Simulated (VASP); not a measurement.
## CsPbCl3: single point with PBE

The system is CsPbCl3.

```
CELL_PARAMETERS angstrom
5.65816 0.00000 0.00000
0.00000 5.65816 0.00000
0.00000 0.00000 5.65816
ATOMIC_POSITIONS crystal
Cs 0.00000 0.00000 0.00000
Pb 0.50000 0.50000 0.50000
Cl 0.00000 0.50000 0.50000
Cl 0.50000 0.50000 0.00000
Cl 0.50000 0.00000 0.50000
```

- Program: VASP 6.6.1
- Task: single point
- Functional: PBE
- Potentials or basis: VASP PAW PBE potentials, release 64 (Cs_sv, Pb_d, Cl)
- Cutoff: 520 eV
- k mesh: 6 × 6 × 6
- Occupations: gaussian, width 0.05 eV
- Spin: no spin polarisation
- Dipole correction: no
- Further INCAR settings: ALGO = Normal; EDIFF = 1e-06; NBANDS = 30

```json
{
  "Pressure": "0.9 GPa",
  "Band gap on the k mesh": "2.06 eV"
}
```

Levels at points of the mesh, in eV from the valence-band top:
```csv
k point,band 20,band 21,band 22,band 23,band 24,band 25
"(0.00, 0.00, 0.00)",-2.33,-2.33,-2.33,3.48,4.48,4.48
"(0.50, 0.00, 0.00)",-2.43,-2.43,-1.58,3.08,4.81,5.35
"(0.50, 0.50, 0.00)",-2.57,-2.03,-0.77,2.62,2.62,4.99
"(0.50, 0.50, 0.50)",-2.02,-2.02,0.00,2.06,2.06,2.06
```

Run time: 2.9 min on 1 thread of Intel Xeon 8259CL, on a shared host, peak memory 0.32 GiB.

Caveat: spin-orbit coupling is left out, which moves the levels of the heavy elements. A k mesh can miss the band edges.
